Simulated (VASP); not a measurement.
# Ti (P6_3/mmc) in VASP: further runs, part 2 of 2

VASP 6.6.1.

## Step 3: Single point, PBE

This run uses another cell than the first one, of 17.46 Å³/atom.

Contents of INCAR:

```
SYSTEM = Ti
  ALGO = Fast
  EDIFF = 1E-6
  ENCUT = 520
  GGA = PE
  ISIF = 2
  ISMEAR = -1
  LASPH = .True.
  LCHARG = .True.
  LELF = .True.
  LREAL = .False.
  LVHAR = .True.
  LWAVE = .False.
  NBANDS = 19
  NELM = 100
  PREC = Accurate
  SIGMA = 0.15
```

Contents of KPOINTS:

```
k-points
0
Gamma
  18 18 10
  0 0 0
```

Contents of POSCAR:

```
Ti
1.0
    2.9405230253      0.0000000000      0.0000000000
   -1.4702615126      2.5465676403      0.0000000000
    0.0000000000      0.0000000000      4.6640088588
Ti
2
Direct
    0.3333333333      0.6666666667      0.2500000000
    0.6666666667      0.3333333333      0.7500000000
```

Potentials or basis: VASP PAW PBE potentials, release 64 (Ti_sv).

Started as:

```sh
$ cat potpaw_PBE.64/Ti_sv/POTCAR > POTCAR
$ mpirun -np 1 vasp_std > vasp.out
```

OUTCAR:

```text
SYSTEM = Ti
   EDIFF = 1E-6
   ENCUT = 520
   GGA = PE
   ISIF = 2
   ISMEAR = -1
   LASPH = .True.
   LREAL = .False.
   NELM = 100
   PREC = Accurate

 ion  position               nearest neighbor table
   1  0.333  0.667  0.250-   2 2.88   2 2.88   2 2.88   2 2.88   2 2.88   2 2.88
   2  0.667  0.333  0.750-   1 2.88   1 2.88   1 2.88   1 2.88   1 2.88   1 2.88

  LATTYP: Found a hexagonal cell.
 ALAT       =     2.9405230253
 C/A-ratio  =     1.5861154015

  Lattice vectors:

 A1 = (   2.9405230253,   0.0000000000,   0.0000000000)
 A2 = (  -1.4702615126,   2.5465676403,   0.0000000000)
 A3 = (   0.0000000000,   0.0000000000,   4.6640088588)

Analysis of symmetry for initial positions (statically):
=====================================================================
 Subroutine PRICEL returns:
 Original cell was already a primitive cell.

 Routine SETGRP: Setting up the symmetry group for a
 hexagonal supercell.

 Subroutine GETGRP returns: Found 24 space group operations
 (whereof 12 operations were pure point group operations)
 out of a pool of 24 trial point group operations.

The static configuration has the point symmetry D_3d.
 The point group associated with its full space group is D_6h.

Analysis of symmetry for dynamics (positions and initial velocities):
=====================================================================
 Subroutine PRICEL returns:
 Original cell was already a primitive cell.

 Routine SETGRP: Setting up the symmetry group for a
 hexagonal supercell.

 Subroutine GETGRP returns: Found 24 space group operations
 (whereof 12 operations were pure point group operations)
 out of a pool of 24 trial point group operations.

The dynamic configuration has the point symmetry D_3d.
 The point group associated with its full space group is D_6h.

 Subroutine INISYM returns: Found 24 space group operations
 (whereof 12 operations are pure point group operations),
 and found     1 'primitive' translations

[... 104 lines left out ...]
   PSTRESS=    0.0 pullay stress
   NELECT =      24.0000    total number of electrons
   NUPDOWN=      -1.0000    fix difference up-down
   EMIN   =  10.00;   EMAX   =-10.00  energy-range for DOS
   EFERMI =   0.00;   METHOD = LEGACY
   ISMEAR =    -1;   SIGMA  =   0.15  broadening in eV -4-tet -1-fermi 0-gaus
   EFERMI_NEDOS =   21; number of points for ismear=-14 and -15
   IALGO  =     68    algorithm
   IMIX   =      4    mixing-type and parameters
     AMIX     =   0.40;   BMIX     =  1.00
     AMIX_MAG =   1.60;   BMIX_MAG =  1.00
  volume/ion in A,a.u.               =      17.46       117.84
  Fermi-wavevector in a.u.,A,eV,Ry     =   1.444660  2.730011 28.395921  2.087041
  Thomas-Fermi vector in A             =   2.562929
   LORBIT       =      0    0 simple, 1 ext, 2 COOP (PROOUT), +10 PAW based schemes
   GGA     = PE    functional components
   LHFCALC =     F    Hartree Fock is set to
   AEXX    =    0.0000 exact exchange contribution
   IVDW    =     0    specifies the selected vdW correction
   LEPSILON=     F    determine dielectric tensor
   LRPA    =     F    only Hartree local field effects (RPA)
 non-spin polarized calculation
 RMM-DIIS sequential band-by-band and
  energy-cutoff  :      520.00
  volume of cell :       34.93
 maximum number of plane-waves:       965
 NGX is ok and might be reduce to    24
   NGX = 11   NGY = 11   NGZ = 17

 number of electron      24.0000001 magnetization

 Free energy of the ion-electron system (eV)
  ---------------------------------------------------
  ext. energy  EPLUGINS =         0.00000000
  ---------------------------------------------------
  free energy    TOTEN  =       -15.75890350 eV

  energy without entropy =      -15.56671457  energy(sigma->0) =      -15.66280904

 E-fermi :   8.2389     XC(G=0): -11.4707

 val. band max:        8.2373141483   @ k =   0.2778   0.2778   0.3000
 cond. band min:       8.2431008877   @ k =   0.3889   0.2222   0.3000
 fundamental gap:      0.0057867394
 Fermi energy:         8.2388510779

 k-point     1 :       0.0000    0.0000    0.0000
  band No.  band energies     occupation
      1     -48.5712      2.00000
      2     -48.4381      2.00000
      3     -25.1409      2.00000
      4     -24.5272      2.00000
      5     -24.5272      2.00000
      6     -24.4461      2.00000
[... 505 lines left out ...]
      6     -24.6905      2.00000
[... 11 lines left out ...]
     18      11.7512      0.00000
     19      12.4822      0.00000

 [... further k-points ...]
[... 5 lines left out ...]
  --------------------------------------------------------------------------------------
  -------------------------------------------------------------------------------------
  Total       -0.1163079     -0.1163079     -0.1167145     -0.0000000     -0.0000000      0.0000000
  in kB       -5.3355664     -5.3355664     -5.3542216     -0.0000000     -0.0000000      0.0000000
  external PRESSURE =      -5.3417848 kB  Pullay stress =       0.0000000 kB

 VOLUME and BASIS-vectors are now :
 -----------------------------------------------------------------------------
  energy-cutoff  :      520.00
  volume of cell :       34.93
      direct lattice vectors                 reciprocal lattice vectors
     2.940523025  0.000000000  0.000000000     0.340075555  0.196342713  0.000000000
    -1.470261513  2.546567640  0.000000000     0.000000000  0.392685427  0.000000000
     0.000000000  0.000000000  4.664008859     0.000000000  0.000000000  0.214407826

 POSITION                                       TOTAL-FORCE (eV/Angst)
 -----------------------------------------------------------------------------------
     -0.00000      1.69771      1.16600        -0.000000     -0.000000      0.000000
      1.47026      0.84886      3.49801         0.000000      0.000000      0.000000
 -----------------------------------------------------------------------------------
    total drift:                               -0.000000      0.000000     -0.000000

  FREE ENERGIE OF THE ION-ELECTRON SYSTEM (eV)
  ---------------------------------------------------
  free  energy   TOTEN  =       -15.7589034986 eV

  energy  without entropy=      -15.5667145716  energy(sigma->0) =      -15.66280904
```

OSZICAR:

```text
N       E                     dE             d eps       ncg     rms          rms(c)
DAV:   1     0.263029388618E+03    0.26303E+03   -0.13108E+04  8444   0.157E+03
DAV:   2     0.125761041424E+02   -0.25045E+03   -0.24648E+03  8682   0.439E+02
DAV:   3    -0.165235023210E+02   -0.29100E+02   -0.28713E+02 15732   0.123E+02
[... 28 lines left out ...]
RMM:  32    -0.157588996077E+02   -0.14532E-05   -0.17153E-05  9065   0.176E-02    0.222E-02
RMM:  33    -0.157589009101E+02   -0.13024E-05   -0.16521E-05  9861   0.162E-02    0.224E-02
RMM:  34    -0.157589019760E+02   -0.10659E-05   -0.11067E-05  9328   0.150E-02    0.233E-02
RMM:  35    -0.157589028572E+02   -0.88120E-06   -0.10791E-05  8474   0.134E-02    0.238E-02
RMM:  36    -0.157589034986E+02   -0.64143E-06   -0.76336E-06  8171   0.123E-02
   1 F= -.15758903E+02 E0= -.15662809E+02  d E =-.192189E+00
```

Run time: 9.6 min. Hardware: 1 thread of Intel Xeon Platinum 8488C (Sapphire Rapids), shared host; peak memory 0.24 GiB.

What came out:

| Quantity | Value |
| --- | --- |
| Free energy | -15.7589 eV |
| Pressure | -0.5 GPa |
| Band gap on the k mesh | zero (bands 12 and 13 overlap by 1.10 eV) |

Levels at points of the mesh, in eV from the Fermi level:
```
           k point  band 10  band 11  band 12  band 13  band 14  band 15
(0.00, 0.00, 0.00)    -2.63     0.79     0.82     0.82     0.93     1.31
(0.50, 0.00, 0.00)    -2.10    -1.78    -0.58     0.54     0.67     1.22
(0.00, 0.00, 0.50)    -4.31     0.13     0.13     0.73     0.73     0.73
(0.50, 0.00, 0.50)    -2.48    -0.76    -0.76     1.36     1.36     1.78
```
